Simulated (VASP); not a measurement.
H, 1 atom in the cell. The structure is tetragonal, space group P4/mmm (No. 123). The conventional cell has a = 2.650 Å, b = 2.650 Å, c = 1.005 Å, α = 90.00°, β = 90.00°, γ = 90.00°. Within 1.4 Å of H (site symmetry 4/mmm) lie 2 H at 1.01 Å.  This cell differs from its parent crystal: strain +0.000 along x and y, +0.025 along z.

```yaml
Program: VASP 6.6.1
Task: single point
Functional: LDA
Potentials_or_basis: VASP PAW LDA potentials, release 64 (H)
Cutoff: 520 eV
k_mesh: 10 × 10 × 26
Occupations: gaussian, width 0.05 eV
Spin: no spin polarisation
Dipole_correction: no
Further_INCAR_settings: ALGO = Normal; EDIFF = 1e-06; NBANDS = 6
```

Potentials or basis: VASP PAW LDA potentials, release 64 (H).

Launch:

```bash
$ cat potpaw_LDA.64/H/POTCAR > POTCAR
$ mpirun -np 1 vasp_std > vasp.out
```

Hardware: 1 thread of Intel(R) Xeon(R) Platinum 8259CL CPU @ 2.50GHz (Skylake/Cascade Lake) (shared host).

Q: How long does it take, and how much memory?

A: Wall time 6.2 s on 1 thread of Intel(R) Xeon(R) Platinum 8259CL CPU @ 2.50GHz (Skylake/Cascade Lake), with other jobs on the host, peak memory 0.11 GiB. Counts: scf iterations 9, k points 294.
